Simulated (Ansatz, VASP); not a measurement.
## One calculation of AlRu, two programs

INCAR

```
PREC     = Accurate       # precision mode
ENCUT    = 520            # plane-wave cutoff, eV
EDIFF    = 1E-6           # SCF threshold, eV
ISMEAR   = 0              # smearing method
SIGMA    = 0.15           # smearing width, eV
LREAL    = False          # projectors in reciprocal space
LASPH    = True           # aspherical terms in the spheres
NELM     = 60             # most SCF steps
ALGO     = Fast           # electronic algorithm
ISIF     = 2              # what is computed and relaxed
LWAVE    = False          # write WAVECAR
LCHARG   = False          # write CHGCAR
GGA      = PE             # functional
NBANDS   = 16             # bands
```

File KPOINTS:

```
Automatic mesh
0
Gamma
  16 16 16
```

File POSCAR:

```
AlRu
1.0
    2.9916000000      0.0000000000      0.0000000000
    0.0000000000      2.9916000000      0.0000000000
    0.0000000000      0.0000000000      2.9317680000
Al Ru
1 1
Direct
    0.0000000000      0.0000000000      0.0000000000
    0.5000000000      0.5000000000      0.5000000000
```

Input for Ansatz:

```yaml
crystal:
  lattice:
    - [2.9916, 0.0, 0.0]
    - [0.0, 2.9916, 0.0]
    - [0.0, 0.0, 2.931768]
  atoms:
    - { symbol: Al, position: [0.0, 0.0, 0.0] }
    - { symbol: Ru, position: [0.5, 0.5, 0.5] }
basis:
  ecutwfc: 420
kpoints:
  mp_grid: { grid: [16, 16, 16] }
hamiltonian:
  xc: pbe
scf:
  occupations: { method: gaussian, width: 0.15 }
output:
  forces: true
  stress: true
  eigenvalues: true
```

Change from the starting cell: strain -0.0200 x Voigt [0, 0, 1, 0, 0, 0], atoms carried along.

Alike in both runs: task single point; functional PBE; k mesh 16 × 16 × 16; occupations gaussian, width 0.15 eV; no spin polarisation.

|  | VASP | Ansatz |
| --- | --- | --- |
| version | VASP 6.6.1 | Ansatz 0.2.0 |
| potentials or method | VASP PAW PBE potentials, release 64 (Al, Ru_pv), cutoff 520 eV | scalar-relativistic, plane waves, PAW |
| valence electrons in the cell | 17 | 19 |

```csv
,VASP,Ansatz,Ansatz less VASP
gap on the k mesh at the Fermi level (eV),none,none,-
pressure (GPa),7.2,7.2,+0.01
"traceless stress, the component that is largest in VASP (GPa)",2.53,2.51,-0.011
```

A gap of «none» marks a metal or a gap that the smearing closes. VASP's potentials hold 17 valence electrons a cell and Ansatz's 19, so a difference there can come from the potentials and not from the codes.
